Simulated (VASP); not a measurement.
Ta, 1 atom in the cell. Symmetry: Im-3m, No. 229, cubic system. Conventional cell: a = 3.285 Å, b = 3.285 Å, c = 3.285 Å, α = 90.00°, β = 90.00°, γ = 90.00°. Ta (site symmetry m-3m) has 14 Ta at 2.84 to 3.28 Å within 3.7 Å. 

| Property | Result |
| --- | --- |
| Program | VASP 6.6.1 |
| Task | single point |
| Functional | PBE |
| Dispersion | D3(BJ) |
| Potentials or basis | VASP PAW PBE potentials, release 64 (Ta_pv) |
| Cutoff | 520 eV |
| k mesh | 18 × 18 × 18 |
| Occupations | gaussian, width 0.1 eV |
| Spin | no spin polarisation |
| Dipole correction | no |
| Further INCAR settings | ALGO = Normal; EDIFF = 1e-06; NBANDS = 12 |

Potentials or basis: VASP PAW PBE potentials, release 64 (Ta_pv).

Run with:

```console
$ cat potpaw_PBE.64/Ta_pv/POTCAR > POTCAR
$ mpirun -np 1 vasp_std > vasp.out
```

Hardware: 1 thread of Intel(R) Xeon(R) 6975P-C (Granite Rapids), with other jobs on the host.

Problem. How long does it take, and how much memory?

Solution. Wall time 9.9 s on 1 thread of Intel(R) Xeon(R) 6975P-C (Granite Rapids), with other jobs on the host, peak memory 0.18 GiB. Counts: scf iterations 11, k points 195.
